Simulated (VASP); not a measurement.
ZnS, 4 atoms in the cell. The typed cell holds 4 atoms: a = 3.811 Å, b = 3.811 Å, c = 6.234 Å, α = 90.00°, β = 90.00°, γ = 120.00°.  This cell differs from its parent crystal: atom 1 (Zn) moved by (-0.300, +0.600) A along x and z.

```yaml
Program: VASP 6.6.1
Task: single point
Functional: r2SCAN
Potentials_or_basis: VASP PAW PBE potentials, release 64 (Zn, S)
Cutoff: 520 eV
k_mesh: 6 × 6 × 4
Occupations: gaussian, width 0.05 eV
Spin: no spin polarisation
Dipole_correction: no
Further_INCAR_settings: ALGO = Normal; EDIFF = 1e-06; NBANDS = 26
```

Potentials or basis: VASP PAW PBE potentials, release 64 (Zn, S).

Run with:

```bash
$ cat potpaw_PBE.64/Zn/POTCAR potpaw_PBE.64/S/POTCAR > POTCAR
$ cp INCAR.step1 INCAR
$ mpirun -np 1 vasp_std > vasp.out
$ cp INCAR.step2 INCAR
$ mpirun -np 1 vasp_std > vasp.out
```

Hardware: 1 thread of AMD EPYC 7571, on a shared host.

Task: How long does it take, and how much memory?

Result: It took 21 min on 1 thread of AMD EPYC 7571, on a shared host, peak memory 0.25 GiB. Counts: k points 76.
